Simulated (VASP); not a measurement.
**Ge: single point with LDA**

The system is Ge.

```
Ge
1.0
     3.97496    0.00000    0.00000
     0.00000    3.97496    0.00000
    -1.98748   -1.98748    2.81072
Ge
2
Direct
  0.00000 0.00000 0.00000
  0.75000 0.25000 0.50000
```

```
Program                : VASP 6.6.1
Task                   : single point
Functional             : LDA
Potentials or basis    : VASP PAW LDA potentials, release 64 (Ge_d)
Cutoff                 : 520 eV
k mesh                 : 9 × 9 × 12
Occupations            : gaussian, width 0.1 eV
Spin                   : no spin polarisation
Dipole correction      : no
Further INCAR settings : ALGO = Normal; EDIFF = 1e-07; NBANDS = 21; ISYM = 0
```

```
Pressure : 0.1 GPa
```

Levels at points of the mesh, in eV from the Fermi level:
```csv
k point,band 10,band 11,band 12,band 13,band 14,band 15,band 16,band 17,band 18,band 19
"(0.00, 0.00, 0.00)",-24.74,-13.00,-0.04,-0.04,-0.04,-0.01,2.49,2.49,2.49,6.21
"(0.00, 0.00, 0.50)",-24.69,-9.04,-9.04,-3.19,-3.19,0.60,0.60,9.53,9.53,11.59
```

It took 10 min on 1 thread of Intel Xeon 8259CL, on a shared host, peak memory 0.44 GiB.
